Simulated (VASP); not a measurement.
Set up this calculation in VASP 6.6.1, as the native input.

```
Task                   : relaxation of cell and atoms
Functional             : PBE
Potentials or basis    : VASP PAW PBE potentials, release 64 (Cr_pv)
Cutoff                 : 600 eV
k mesh                 : 13 × 13 × 13
Occupations            : fermi-dirac, width 0.1 eV
Spin                   : no spin polarisation
Dipole correction      : no
Further INCAR settings : ALGO = Normal; EDIFF = 1e-06; IBRION = 2; EDIFFG = -0.01; NSW = 80; ISIF = 3
```

The structure of Cr lies in POSCAR:

```
Cr
1.0
    2.3484326893      0.0000000000      0.0000000000
    0.0000000000      2.3484326893      0.0000000000
    0.0000000000      0.0000000000      2.3484326893
Cr
1
Direct
    0.0000000000      0.0000000000      0.0000000000
```

The input as run:

INCAR

```
ALGO = Normal
EDIFF = 1E-6
EDIFFG = -0.01
ENCUT = 600
GGA = PE
IBRION = 2
ISIF = 3
ISMEAR = -1
LASPH = True
LCHARG = False
LREAL = False
LWAVE = False
NELM = 80
NSW = 80
PREC = Accurate
SIGMA = 0.1
```

KPOINTS

```
k-points
0
Gamma
  13 13 13
```

Potentials or basis: VASP PAW PBE potentials, release 64 (Cr_pv).

Launch:

```sh
$ cat potpaw_PBE.64/Cr_pv/POTCAR > POTCAR
$ mpirun -np 1 vasp_std > vasp.out
```

Results of the run:

* Relaxed volume: 12.78 Å³/atom
* Relaxed cell: a = 2.338 Å, b = 2.338 Å, c = 2.338 Å, α = 90.00°, β = 90.00°, γ = 90.00°
* Space group after relaxing (to 0.05 Å): Pm-3m (No. 221)
* Energy gained by relaxing: 1.4 meV/atom
* Ionic steps: 3
* Pressure after relaxing: 0.0 GPa
* Band gap on the k mesh: zero (band 6 reaches 10.72 eV, above the bottom of band 7 at 9.21 eV)

Caveat: the run has no spin polarisation, though such a crystal can be magnetic.

Run time: 17 s on 1 thread of Intel Xeon 6975P-C, with other jobs on the host, peak memory 0.13 GiB.
